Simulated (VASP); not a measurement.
# BAs (F-43m) in VASP: settings compared, part 2 of 2

VASP 6.6.1. The steps go on from the part before.

**5. Single point, LDA**

This run uses another cell than the first one, of 13.24 Å³/atom.

File INCAR:

```
SYSTEM = BAs
PREC     = Accurate       ! precision mode
ENCUT    = 520            ! plane-wave cutoff, eV
EDIFF    = 1E-7           ! SCF threshold, eV
ISMEAR   = -1             ! smearing method
SIGMA    = 0.05           ! smearing width, eV
LREAL    = .FALSE.        ! projectors in reciprocal space
LASPH    = .TRUE.         ! aspherical terms in the spheres
NELM     = 60             ! most SCF steps
ALGO     = Normal         ! electronic algorithm
ISIF     = 2              ! what is computed and relaxed
LWAVE    = .FALSE.        ! write WAVECAR
LCHARG   = .FALSE.        ! write CHGCAR
NBANDS   = 11             ! bands
```

File KPOINTS:

```
regular mesh
0
G
  10 10 10
  0 0 0
```

File POSCAR:

```
BAs
1.0
    0.0000000000      2.3658437424      2.3658437424
    2.3658437424      0.0000000000      2.3658437424
    2.3658437424      2.3658437424      0.0000000000
As B
1 1
Direct
    0.7500000000      0.7500000000      0.7500000000
    0.0000000000      0.0000000000      0.0000000000
```

Potentials or basis: VASP PAW LDA potentials, release 64 (As, B).

The run is started by

```sh
$ cat potpaw_LDA.64/As/POTCAR potpaw_LDA.64/B/POTCAR > POTCAR
$ mpirun -np 1 vasp_std > vasp.out
```

OUTCAR:

```text
SYSTEM = BAs
   PREC = Accurate
   ENCUT = 520
   EDIFF = 1E-7
   ISMEAR = -1
   LREAL = .FALSE.
   LASPH = .TRUE.
   NELM = 60
   ISIF = 2

 ion  position               nearest neighbor table
   1  0.750  0.750  0.750-   2 2.05   2 2.05   2 2.05   2 2.05
   2  0.000  0.000  0.000-   1 2.05   1 2.05   1 2.05   1 2.05

  LATTYP: Found a face centered cubic cell.
 ALAT       =     4.7316874848

  Lattice vectors:

 A1 = (   0.0000000000,   2.3658437424,   2.3658437424)
 A2 = (   2.3658437424,   0.0000000000,   2.3658437424)
 A3 = (   2.3658437424,   2.3658437424,   0.0000000000)

Analysis of symmetry for initial positions (statically):
=====================================================================
 Subroutine PRICEL returns:
 Original cell was already a primitive cell.

 Routine SETGRP: Setting up the symmetry group for a
 face centered cubic supercell.

 Subroutine GETGRP returns: Found 24 space group operations
 (whereof 24 operations were pure point group operations)
 out of a pool of 48 trial point group operations.

The static configuration has the point symmetry T_d .

Analysis of symmetry for dynamics (positions and initial velocities):
=====================================================================
 Subroutine PRICEL returns:
 Original cell was already a primitive cell.

 Routine SETGRP: Setting up the symmetry group for a
 face centered cubic supercell.

 Subroutine GETGRP returns: Found 24 space group operations
 (whereof 24 operations were pure point group operations)
 out of a pool of 48 trial point group operations.

The dynamic configuration has the point symmetry T_d .

 Subroutine INISYM returns: Found 24 space group operations
 (whereof 24 operations are pure point group operations),
 and found     1 'primitive' translations

----------------------------------------------------------------------------------------

                                     Primitive cell

  volume of cell :      26.4843

  direct lattice vectors                    reciprocal lattice vectors
     0.000000000  2.365843742  2.365843742    -0.211341092  0.211341092  0.211341092
     2.365843742  0.000000000  2.365843742     0.211341092 -0.211341092  0.211341092
     2.365843742  2.365843742  0.000000000     0.211341092  0.211341092 -0.211341092

  length of vectors
     3.345808307  3.345808307  3.345808307     0.366053509  0.366053509  0.366053509

  position of ions in fractional coordinates (direct lattice)
     0.750000000  0.750000000  0.750000000
     0.000000000  0.000000000  0.000000000

  ion indices of the primitive-cell ions
   primitive index   ion index
                 1           1
                 2           2

----------------------------------------------------------------------------------------

 KPOINTS: regular mesh

Automatic generation of k-mesh.
 Grid dimensions read from file:
 generate k-points for:   10   10   10

 Generating k-lattice:

  Cartesian coordinates                     Fractional coordinates (reciprocal lattice)
    -0.021134109  0.021134109  0.021134109     0.100000000  0.000000000  0.000000000
     0.021134109 -0.021134109  0.021134109     0.000000000  0.100000000  0.000000000
     0.021134109  0.021134109 -0.021134109     0.000000000  0.000000000  0.100000000

  Length of vectors
     0.036605351  0.036605351  0.036605351

  Shift w.r.t. Gamma in fractional coordinates (k-lattice)
     0.000000000  0.000000000  0.000000000

 Subroutine IBZKPT returns following result:
 ===========================================

 Found     47 irreducible k-points:

 Following reciprocal coordinates:
            Coordinates               Weight
  0.000000  0.000000  0.000000      1.000000
  0.100000  0.000000  0.000000      8.000000
  0.200000  0.000000  0.000000      8.000000
  0.300000  0.000000  0.000000      8.000000
  0.400000  0.000000  0.000000      8.000000
  0.500000  0.000000  0.000000      4.000000
[... 16 lines left out ...]
  0.300000  0.300000  0.000000      6.000000
  0.400000  0.300000  0.000000     24.000000
 [... further k-points ...]
   k-points           NKPTS =     47   k-points in BZ     NKDIM =     47   number of bands    NBANDS=     11
   number of dos      NEDOS =    301   number of ions     NIONS =      2
   total plane-waves  NPLWV =  21952
   dimension x,y,z NGX =    28 NGY =   28 NGZ =   28
   dimension x,y,z NGXF=    56 NGYF=   56 NGZF=   56
   ions per type =               1   1
   NGX,Y,Z   is equivalent  to a cutoff of  13.91, 13.91, 13.91 a.u.
   NGXF,Y,Z  is equivalent  to a cutoff of  27.83, 27.83, 27.83 a.u.
 SYSTEM =  BAs
   PREC   = accura    normal or accurate (medium, high low for compatibility)
   ISTART =      0    job   : 0-new  1-cont  2-samecut
   ICHARG =      2    charge: 1-file 2-atom 10-const
   ISPIN  =      1    spin polarized calculation?
   LNONCOLLINEAR =      F non collinear calculations
   LSORBIT =      F    spin-orbit coupling
   LASPH  =      T    aspherical Exc in radial PAW
   ENCUT  =  520.0 eV  38.22 Ry    6.18 a.u.   6.22  6.22  6.22*2*pi/ulx,y,z
   NELM   =     60;   NELMIN=  2; NELMDL= -5     # of ELM steps
   EDIFF  = 0.1E-06   stopping-criterion for ELM
   LREAL  =      F    real-space projection
   EDIFFG = 0.1E-05   stopping-criterion for IOM
   NSW    =      0    number of steps for IOM
   IBRION =     -1    ionic relax: 0-MD 1-quasi-New 2-CG
   NFREE  =      0    steps in history (QN), initial steepest desc. (CG)
   ISIF   =      2    stress and relaxation
   ISYM   =      2    0-nonsym 1-usesym 2-fastsym
   POTIM  = 0.5000    time-step for ionic-motion
   TEBEG  =    0.0;   TEEND  =   0.0 temperature during run
   PSTRESS=    0.0 pullay stress
   NELECT =       8.0000    total number of electrons
   NUPDOWN=      -1.0000    fix difference up-down
   EMIN   =  10.00;   EMAX   =-10.00  energy-range for DOS
   EFERMI =   0.00;   METHOD = LEGACY
   ISMEAR =    -1;   SIGMA  =   0.05  broadening in eV -4-tet -1-fermi 0-gaus
   EFERMI_NEDOS =   21; number of points for ismear=-14 and -15
   IALGO  =     38    algorithm
   IMIX   =      4    mixing-type and parameters
     AMIX     =   0.40;   BMIX     =  1.00
     AMIX_MAG =   1.60;   BMIX_MAG =  1.00
  volume/ion in A,a.u.               =      13.24        89.36
  Fermi-wavevector in a.u.,A,eV,Ry     =   1.098438  2.075746 16.416319  1.206565
  Thomas-Fermi vector in A             =   2.234815
   LORBIT       =      0    0 simple, 1 ext, 2 COOP (PROOUT), +10 PAW based schemes
   GGA     = CA    functional components
   LHFCALC =     F    Hartree Fock is set to
   AEXX    =    0.0000 exact exchange contribution
   IVDW    =     0    specifies the selected vdW correction
   LEPSILON=     F    determine dielectric tensor
   LRPA    =     F    only Hartree local field effects (RPA)
 non-spin polarized calculation
  energy-cutoff  :      520.00
  volume of cell :       26.48
 maximum number of plane-waves:       728
 NGX is ok and might be reduce to    28
   NGX = 13   NGY = 13   NGZ = 13

 number of electron       8.0000000 magnetization

 Free energy of the ion-electron system (eV)
  ---------------------------------------------------
  ext. energy  EPLUGINS =         0.00000000
  ---------------------------------------------------
  free energy    TOTEN  =       -12.92592135 eV

  energy without entropy =      -12.92592117  energy(sigma->0) =      -12.92592126

 E-fermi :   7.0143     XC(G=0): -10.9034

 val. band max:        6.4833640395   @ k =   0.0000   0.0000   0.0000
 cond. band min:       7.5799751349   @ k =   0.4000   0.4000   0.0000
 fundamental gap:      1.0966110953
 Fermi energy:         7.0143051557

 k-point     1 :       0.0000    0.0000    0.0000
  band No.  band energies     occupation
      1      -9.1554      2.00000
      2       6.4834      1.99995
      3       6.4834      1.99995
      4       6.4834      1.99995
      5       9.7700      0.00000
      6       9.7700      0.00000
      7       9.7700      0.00000
      8      11.5440      0.00000
      9      15.9853      0.00000
     10      19.6359      0.00000
     11      19.6359      0.00000
[... 309 lines left out ...]
 k-point    24 :       0.4000    0.3000    0.0000
  band No.  band energies     occupation
      1      -6.4479      2.00000
      2       0.0077      2.00000
      3       2.3885      2.00000
      4       2.8966      2.00000
      5       8.1170      0.00000
      6       9.8286      0.00000
      7      15.4474      0.00000
      8      15.6614      0.00000
      9      18.6296      0.00000
     10      22.4911      0.00000
     11      22.5791      0.00000

 [... further k-points ...]

------------------------ aborting loop because EDIFF is reached ----------------------------------------

  FORCE on cell =-STRESS in cart. coord.  units (eV):
  Direction    XX          YY          ZZ          XY          YZ          ZX
  --------------------------------------------------------------------------------------
  -------------------------------------------------------------------------------------
  Total        0.1659932      0.1659932      0.1659932     -0.0000000      0.0000000     -0.0000000
  in kB       10.0418268     10.0418268     10.0418268     -0.0000000      0.0000000     -0.0000000
  external PRESSURE =      10.0418268 kB  Pullay stress =       0.0000000 kB

 VOLUME and BASIS-vectors are now :
 -----------------------------------------------------------------------------
  energy-cutoff  :      520.00
  volume of cell :       26.48
      direct lattice vectors                 reciprocal lattice vectors
     0.000000000  2.365843742  2.365843742    -0.211341092  0.211341092  0.211341092
     2.365843742  0.000000000  2.365843742     0.211341092 -0.211341092  0.211341092
     2.365843742  2.365843742  0.000000000     0.211341092  0.211341092 -0.211341092

 POSITION                                       TOTAL-FORCE (eV/Angst)
 -----------------------------------------------------------------------------------
      3.54877      3.54877      3.54877        -0.000000     -0.000000     -0.000000
      0.00000      0.00000      0.00000         0.000000      0.000000      0.000000
 -----------------------------------------------------------------------------------
    total drift:                                0.000000      0.000000      0.000000

  FREE ENERGIE OF THE ION-ELECTRON SYSTEM (eV)
  ---------------------------------------------------
  free  energy   TOTEN  =       -12.9259213546 eV

  energy  without entropy=      -12.9259211741  energy(sigma->0) =      -12.92592126
```

Wall time 18 s (1 thread of Intel Xeon 8259CL, shared host); peak memory 0.15 GiB.

What came out:

```
Free energy            : -12.9259 eV
Pressure               : 1.0 GPa
Band gap on the k mesh : 1.10 eV (least direct gap 3.29 eV)
```

**6. Single point, PBE**

This run uses another cell than the first one, of 13.63 Å³/atom.

File INCAR:

```
SYSTEM = BAs
PREC = Accurate
ENCUT = 520
EDIFF = 1E-6
ISMEAR = 0
SIGMA = 0.02
LREAL = .False.
LASPH = .True.
NELM = 60
ALGO = Normal
ISIF = 2
LWAVE = .False.
LCHARG = .False.
GGA = PE
NBANDS = 11
```

File KPOINTS:

```
Automatic mesh
0
Gamma
  10 10 10
  0 0 0
```

File POSCAR:

```
BAs
1.0
    0.0000000000      2.3885000000      2.3885000000
    2.3885000000      0.0000000000      2.3885000000
    2.3885000000      2.3885000000      0.0000000000
As B
1 1
Direct
    0.7500000000      0.7500000000      0.7500000000
    0.0000000000      0.0000000000      0.0000000000
```

Potentials or basis: VASP PAW PBE potentials, release 64 (As, B).

The run is started by

```sh
$ cat potpaw_PBE.64/As/POTCAR potpaw_PBE.64/B/POTCAR > POTCAR
$ mpirun -np 1 vasp_std > vasp.out
```

Run time: 21 s. Hardware: 1 thread of Intel Xeon 8259CL, shared host; peak memory 0.16 GiB.

The run converged. Its results:

```
Free energy            : -11.4064 eV
Pressure               : 3.4 GPa
Band gap on the k mesh : 1.18 eV (least direct gap 3.28 eV)
```

Levels at points of the mesh, in eV from the valence-band top:
```tsv
k point	band 2	band 3	band 4	band 5	band 6	band 7
(0.00, 0.00, 0.00)	0.00	0.00	0.00	3.28	3.28	3.28
(0.50, 0.00, 0.00)	-8.79	-1.82	-1.82	2.69	4.78	4.78
(0.50, 0.50, 0.00)	-8.53	-4.08	-4.08	1.43	1.44	11.37
```

Caveat: the cell stands under pressure.

**7. Overview**

```csv
task,level,potentials or basis,cell,k mesh,cutoff (eV),smearing,gap on the mesh (eV),pressure (GPa)
single point,PBE+D3(BJ),"VASP PAW PBE potentials, release 64 (As, B)","a = 3.369 Å, angles 60.0°, 2 atoms",10 × 10 × 10,500,fermi-dirac 0.05 eV,1.17,0.7
relaxation of cell and atoms,PBE+D3(BJ),"VASP PAW PBE potentials, release 64 (As, B)","relaxed from a = 3.378 Å, angles 60.0°, 2 atoms",10 × 10 × 10,500,fermi-dirac 0.05 eV,1.17,0.0
single point,PBE,"VASP PAW PBE potentials, release 64 (As, B)","a = 3.378 Å, angles 60.0°, 2 atoms",7 × 7 × 7,520,fermi-dirac 0.03 eV,1.20,3.4
single point,LDA,"VASP PAW LDA potentials, release 64 (As, B)","a = 3.346 Å, angles 60.0°, 2 atoms",10 × 10 × 10,520,fermi-dirac 0.05 eV,1.10,1.0
single point,PBE,"VASP PAW PBE potentials, release 64 (As, B)","a = 3.378 Å, angles 60.0°, 2 atoms",10 × 10 × 10,520,gaussian 0.02 eV,1.18,3.4
```

Alike in all rows: no spin polarisation.

Caveats: the cell stands under pressure (at least some runs); an odd mesh through Γ misses points on the zone boundary, where band edges can lie (at least some runs).

Total energies depend on the potentials used, so only differences within one code and one set of settings carry meaning.
